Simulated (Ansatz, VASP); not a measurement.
**WS2 in VASP and in Ansatz**

```xyz
6
Lattice="2.9311 0.0000 0.0000 -1.4655 2.5384 0.0000 0.0000 0.0000 13.2937" Properties=species:S:1:pos:R:3 pbc="T T T"
W     0.0000    1.6923    3.3234
W     1.4655    0.8461    9.9703
S     0.0000    1.6923    8.1950
S     1.4655    0.8461    1.5481
S     0.0000    1.6923   11.7456
S     1.4655    0.8461    5.0988
```

Alike in both runs: task single point; functional PBEsol; dispersion D3(BJ); k mesh 12 × 12 × 4; occupations gaussian, width 0.05 eV; no spin polarisation.

|  | VASP | Ansatz |
| --- | --- | --- |
| version | VASP 6.6.1 | Ansatz 0.2.0 |
| potentials or method | VASP PAW PBE potentials, release 64 (W_sv, S), cutoff 520 eV | scalar-relativistic, plane waves, PAW |
| valence electrons in the cell | 52 | 52 |

VASP gave:

```
gap on the k mesh at the Fermi level (eV)                     : 0.62
least direct gap on the mesh (eV)                             : 1.11
pressure (GPa)                                                : -1.0
traceless stress, the component that is largest in VASP (GPa) : -28.58
rms of the force components (eV/Å)                            : 1.030
```

Which values does Ansatz return?

gap on the k mesh at the Fermi level (eV): 0.62; least direct gap on the mesh (eV): 1.10; pressure (GPa): -1.2; traceless stress, the component that is largest in VASP (GPa): -28.52; rms of the force components (eV/Å): 1.038.

VASP's potentials were made for PBE, not for PBEsol. Atom by atom the forces differ by 0.008 eV/Å (rms over components).

Neither program's run includes spin-orbit coupling.
